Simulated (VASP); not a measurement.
# BeTe (F-43m) in VASP: further runs, part 2 of 2

VASP 6.6.1. Earlier steps stand in the parts before.

### 3 Single point, LDA

This run uses another cell than the first one, of 20.40 Å³/atom, 1.021 times its volume.

INCAR

```
SYSTEM = BeTe
ALGO = Normal
EDIFF = 1E-6
ENCUT = 520
ISIF = 2
ISMEAR = -1
LASPH = .True.
LCHARG = .True.
LELF = .True.
LREAL = .False.
LVHAR = .True.
LWAVE = .False.
NBANDS = 11
NELM = 100
PREC = Accurate
SIGMA = 0.05
```

KPOINTS

```
k-points
0
Gamma
  8 8 8
  0 0 0
```

POSCAR

```
BeTe
1.0
    0.0000000000      2.7325629784      2.7325629784
    2.7325629784      0.0000000000      2.7325629784
    2.7325629784      2.7325629784      0.0000000000
Te Be
1 1
Direct
    0.7500000000      0.7500000000      0.7500000000
    0.0000000000      0.0000000000      0.0000000000
```

Potentials or basis: VASP PAW LDA potentials, release 64 (Te, Be).

On the command line:

```console
$ cat potpaw_LDA.64/Te/POTCAR potpaw_LDA.64/Be/POTCAR > POTCAR
$ mpirun -np 1 vasp_std > vasp.out
```

OUTCAR:

```text
SYSTEM = BeTe
   EDIFF = 1E-6
   ENCUT = 520
   ISIF = 2
   ISMEAR = -1
   LASPH = .True.
   LREAL = .False.
   NELM = 100
   PREC = Accurate

 ion  position               nearest neighbor table
   1  0.750  0.750  0.750-   2 2.37   2 2.37   2 2.37   2 2.37
   2  0.000  0.000  0.000-   1 2.37   1 2.37   1 2.37   1 2.37

  LATTYP: Found a face centered cubic cell.
 ALAT       =     5.4651259568

  Lattice vectors:

 A1 = (   0.0000000000,   2.7325629784,   2.7325629784)
 A2 = (   2.7325629784,   0.0000000000,   2.7325629784)
 A3 = (   2.7325629784,   2.7325629784,   0.0000000000)

Analysis of symmetry for initial positions (statically):
=====================================================================
 Subroutine PRICEL returns:
 Original cell was already a primitive cell.

 Routine SETGRP: Setting up the symmetry group for a
 face centered cubic supercell.

 Subroutine GETGRP returns: Found 24 space group operations
 (whereof 24 operations were pure point group operations)
 out of a pool of 48 trial point group operations.

The static configuration has the point symmetry T_d .

Analysis of symmetry for dynamics (positions and initial velocities):
=====================================================================
 Subroutine PRICEL returns:
 Original cell was already a primitive cell.

 Routine SETGRP: Setting up the symmetry group for a
 face centered cubic supercell.

 Subroutine GETGRP returns: Found 24 space group operations
 (whereof 24 operations were pure point group operations)
 out of a pool of 48 trial point group operations.

The dynamic configuration has the point symmetry T_d .

 Subroutine INISYM returns: Found 24 space group operations
 (whereof 24 operations are pure point group operations),
 and found     1 'primitive' translations

----------------------------------------------------------------------------------------

                                     Primitive cell

  volume of cell :      40.8076

  direct lattice vectors                    reciprocal lattice vectors
     0.000000000  2.732562978  2.732562978    -0.182978399  0.182978399  0.182978399
     2.732562978  0.000000000  2.732562978     0.182978399 -0.182978399  0.182978399
     2.732562978  2.732562978  0.000000000     0.182978399  0.182978399 -0.182978399

  length of vectors
     3.864427624  3.864427624  3.864427624     0.316927884  0.316927884  0.316927884

  position of ions in fractional coordinates (direct lattice)
     0.750000000  0.750000000  0.750000000
     0.000000000  0.000000000  0.000000000

  ion indices of the primitive-cell ions
   primitive index   ion index
                 1           1
                 2           2

----------------------------------------------------------------------------------------

 KPOINTS: k-points

Automatic generation of k-mesh.
 Grid dimensions read from file:
 generate k-points for:    8    8    8

 Generating k-lattice:

  Cartesian coordinates                     Fractional coordinates (reciprocal lattice)
    -0.022872300  0.022872300  0.022872300     0.125000000  0.000000000  0.000000000
     0.022872300 -0.022872300  0.022872300     0.000000000  0.125000000  0.000000000
     0.022872300  0.022872300 -0.022872300     0.000000000  0.000000000  0.125000000

  Length of vectors
     0.039615986  0.039615986  0.039615986

  Shift w.r.t. Gamma in fractional coordinates (k-lattice)
     0.000000000  0.000000000  0.000000000

 Subroutine IBZKPT returns following result:
 ===========================================

 Found     29 irreducible k-points:

 Following reciprocal coordinates:
            Coordinates               Weight
  0.000000  0.000000  0.000000      1.000000
  0.125000  0.000000  0.000000      8.000000
  0.250000  0.000000  0.000000      8.000000
  0.375000  0.000000  0.000000      8.000000
  0.500000  0.000000  0.000000      4.000000
  0.125000  0.125000  0.000000      6.000000
[... 16 lines left out ...]
  0.500000  0.250000  0.125000     48.000000
 -0.375000  0.250000  0.125000     24.000000
 [... further k-points ...]
   k-points           NKPTS =     29   k-points in BZ     NKDIM =     29   number of bands    NBANDS=     11
   number of dos      NEDOS =    301   number of ions     NIONS =      2
   total plane-waves  NPLWV =  27000
   dimension x,y,z NGX =    30 NGY =   30 NGZ =   30
   dimension x,y,z NGXF=    60 NGYF=   60 NGZF=   60
   ions per type =               1   1
   NGX,Y,Z   is equivalent  to a cutoff of  12.91, 12.91, 12.91 a.u.
   NGXF,Y,Z  is equivalent  to a cutoff of  25.81, 25.81, 25.81 a.u.
 SYSTEM =  BeTe
   PREC   = accura    normal or accurate (medium, high low for compatibility)
   ISTART =      0    job   : 0-new  1-cont  2-samecut
   ICHARG =      2    charge: 1-file 2-atom 10-const
   ISPIN  =      1    spin polarized calculation?
   LNONCOLLINEAR =      F non collinear calculations
   LSORBIT =      F    spin-orbit coupling
   LASPH  =      T    aspherical Exc in radial PAW
   ENCUT  =  520.0 eV  38.22 Ry    6.18 a.u.   7.19  7.19  7.19*2*pi/ulx,y,z
   NELM   =    100;   NELMIN=  2; NELMDL= -5     # of ELM steps
   EDIFF  = 0.1E-05   stopping-criterion for ELM
   LREAL  =      F    real-space projection
   EDIFFG = 0.1E-04   stopping-criterion for IOM
   NSW    =      0    number of steps for IOM
   IBRION =     -1    ionic relax: 0-MD 1-quasi-New 2-CG
   NFREE  =      0    steps in history (QN), initial steepest desc. (CG)
   ISIF   =      2    stress and relaxation
   ISYM   =      2    0-nonsym 1-usesym 2-fastsym
   POTIM  = 0.5000    time-step for ionic-motion
   TEBEG  =    0.0;   TEEND  =   0.0 temperature during run
   PSTRESS=    0.0 pullay stress
   NELECT =       8.0000    total number of electrons
   NUPDOWN=      -1.0000    fix difference up-down
   EMIN   =  10.00;   EMAX   =-10.00  energy-range for DOS
   EFERMI =   0.00;   METHOD = LEGACY
   ISMEAR =    -1;   SIGMA  =   0.05  broadening in eV -4-tet -1-fermi 0-gaus
   EFERMI_NEDOS =   21; number of points for ismear=-14 and -15
   IALGO  =     38    algorithm
   IMIX   =      4    mixing-type and parameters
     AMIX     =   0.40;   BMIX     =  1.00
     AMIX_MAG =   1.60;   BMIX_MAG =  1.00
  volume/ion in A,a.u.               =      20.40       137.69
  Fermi-wavevector in a.u.,A,eV,Ry     =   0.951024  1.797174 12.305735  0.904446
  Thomas-Fermi vector in A             =   2.079455
   LORBIT       =      0    0 simple, 1 ext, 2 COOP (PROOUT), +10 PAW based schemes
   GGA     = CA    functional components
   LHFCALC =     F    Hartree Fock is set to
   AEXX    =    0.0000 exact exchange contribution
   IVDW    =     0    specifies the selected vdW correction
   LEPSILON=     F    determine dielectric tensor
   LRPA    =     F    only Hartree local field effects (RPA)
 non-spin polarized calculation
  energy-cutoff  :      520.00
  volume of cell :       40.81
 maximum number of plane-waves:      1124
 NGX is ok and might be reduce to    30
   NGX = 15   NGY = 15   NGZ = 15

 number of electron       8.0000000 magnetization

 Free energy of the ion-electron system (eV)
  ---------------------------------------------------
  ext. energy  EPLUGINS =         0.00000000
  ---------------------------------------------------
  free energy    TOTEN  =        -8.70172907 eV

  energy without entropy =       -8.70172906  energy(sigma->0) =       -8.70172907

 E-fermi :   6.8273     XC(G=0):  -9.6230

 val. band max:        6.0046606053   @ k =   0.0000   0.0000   0.0000
 cond. band min:       7.6496588868   @ k =   0.5000   0.5000   0.0000
 fundamental gap:      1.6449982816
 Fermi energy:         6.8272648766

 k-point     1 :       0.0000    0.0000    0.0000
  band No.  band energies     occupation
      1      -6.9401      2.00000
      2       6.0047      2.00000
      3       6.0047      2.00000
      4       6.0047      2.00000
      5       9.5054      0.00000
      6       9.5054      0.00000
      7       9.5054      0.00000
      8      10.4111      0.00000
      9      14.3230      0.00000
     10      16.4288      0.00000
     11      16.4288      0.00000
[... 309 lines left out ...]
 k-point    24 :      -0.3750    0.2500    0.1250
  band No.  band energies     occupation
      1      -5.0901      2.00000
      2       0.3481      2.00000
      3       2.7813      2.00000
      4       3.8197      2.00000
      5      10.0876      0.00000
      6      10.4765      0.00000
      7      12.9059      0.00000
      8      13.9683      0.00000
      9      14.5794      0.00000
     10      17.7043      0.00000
     11      18.1372      0.00000

 [... further k-points ...]

------------------------ aborting loop because EDIFF is reached ----------------------------------------

  FORCE on cell =-STRESS in cart. coord.  units (eV):
  Direction    XX          YY          ZZ          XY          YZ          ZX
  --------------------------------------------------------------------------------------
  -------------------------------------------------------------------------------------
  Total        0.9571211      0.9571211      0.9571211      0.0000000      0.0000000      0.0000000
  in kB       37.5782835     37.5782835     37.5782835      0.0000000      0.0000000      0.0000000
  external PRESSURE =      37.5782835 kB  Pullay stress =       0.0000000 kB

 VOLUME and BASIS-vectors are now :
 -----------------------------------------------------------------------------
  energy-cutoff  :      520.00
  volume of cell :       40.81
      direct lattice vectors                 reciprocal lattice vectors
     0.000000000  2.732562978  2.732562978    -0.182978399  0.182978399  0.182978399
     2.732562978  0.000000000  2.732562978     0.182978399 -0.182978399  0.182978399
     2.732562978  2.732562978  0.000000000     0.182978399  0.182978399 -0.182978399

 POSITION                                       TOTAL-FORCE (eV/Angst)
 -----------------------------------------------------------------------------------
      4.09884      4.09884      4.09884        -0.000000      0.000000     -0.000000
      0.00000      0.00000      0.00000         0.000000     -0.000000      0.000000
 -----------------------------------------------------------------------------------
    total drift:                               -0.000000     -0.000000     -0.000000

  FREE ENERGIE OF THE ION-ELECTRON SYSTEM (eV)
  ---------------------------------------------------
  free  energy   TOTEN  =        -8.7017290661 eV

  energy  without entropy=       -8.7017290646  energy(sigma->0) =       -8.70172907
```

OSZICAR:

```text
N       E                     dE             d eps       ncg     rms          rms(c)
DAV:   1     0.180844220581E+02    0.18084E+02   -0.34425E+03   638   0.603E+02
DAV:   2    -0.795554348242E+01   -0.26040E+02   -0.25311E+02   868   0.876E+01
DAV:   3    -0.895855864408E+01   -0.10030E+01   -0.10017E+01   798   0.187E+01
DAV:   4    -0.896956106131E+01   -0.11002E-01   -0.11001E-01   719   0.229E+00
DAV:   5    -0.896977311901E+01   -0.21206E-03   -0.21206E-03   807   0.304E-01    0.485E+00
DAV:   6    -0.876605926090E+01    0.20371E+00   -0.23658E-01   710   0.179E+00    0.280E+00
DAV:   7    -0.870275280285E+01    0.63306E-01   -0.16479E-01   749   0.167E+00    0.539E-01
DAV:   8    -0.870166211080E+01    0.10907E-02   -0.77623E-03   697   0.489E-01    0.128E-01
DAV:   9    -0.870172173841E+01   -0.59628E-04   -0.24734E-04   788   0.997E-02    0.573E-02
DAV:  10    -0.870172971586E+01   -0.79775E-05   -0.24427E-05   695   0.244E-02    0.210E-02
DAV:  11    -0.870172906609E+01    0.64977E-06   -0.17087E-06   678   0.683E-03
   1 F= -.87017291E+01 E0= -.87017291E+01  d E =-.151601E-08
```

stdout:

```text
POSCAR found type information on POSCAR TeBe
 POSCAR found :  2 types and       2 ions
 scaLAPACK will be used
 LDA part: xc-table for (Slater(with rela. corr.)+CA(PZ))
 , standard interpolation
 POSCAR, INCAR and KPOINTS ok, starting setup
 FFT: planning ... GRIDC
 FFT: planning ... GRID_SOFT
 FFT: planning ... GRID
 WAVECAR not read
 entering main loop
```

It took 20 s on 1 thread of AMD EPYC 7R13, shared host; peak memory 0.12 GiB.

Results:

| Quantity | Value |
| --- | --- |
| Free energy | -8.7017 eV |
| Pressure | 3.8 GPa |
| Band gap on the k mesh | 1.65 eV, indirect (least direct gap 3.50 eV) |

Caveat: spin-orbit coupling is left out, which moves the levels of the heavy elements.
